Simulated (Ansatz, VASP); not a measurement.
# Te2Mo: VASP beside Ansatz

```xyz
6
Lattice="3.5039 0.0000 0.0000 -1.7519 3.0345 0.0000 0.0000 0.0000 24.7677" Properties=species:S:1:pos:R:3 pbc="T T T"
Te    0.0000    2.0230    4.5000
Te    0.0000    2.0230    8.1339
Te   -0.2920    2.5287   11.6139
Te   -0.2920    2.5287   15.2477
Mo    1.7519    1.0115    6.3169
Mo   -2.0439    3.5402   13.4308
```

Alike in both runs: task single point; functional PBE; dispersion D3(BJ); k mesh 9 × 9 × 1; occupations gaussian, width 0.05 eV; no spin polarisation.

|  | VASP | Ansatz |
| --- | --- | --- |
| version | VASP 6.6.1 | Ansatz 0.2.0 |
| potentials or method | VASP PAW PBE potentials, release 64 (Te, Mo_sv), cutoff 520 eV | scalar-relativistic, plane waves, PAW |
| valence electrons in the cell | 52 | 92 |

Ansatz gave:

| Property | Result |
| --- | --- |
| gap on the k mesh at the Fermi level (eV) | 1.04 |
| least direct gap on the mesh (eV) | 1.17 |
| rms of the force components (eV/Å) | 0.105 |

What did VASP give for the same quantities?

gap on the k mesh at the Fermi level (eV): 1.03; least direct gap on the mesh (eV): 1.17; rms of the force components (eV/Å): 0.101.

VASP's potentials hold 52 valence electrons a cell and Ansatz's 92, so a difference there can come from the potentials and not from the codes.

Spin-orbit coupling is off throughout.
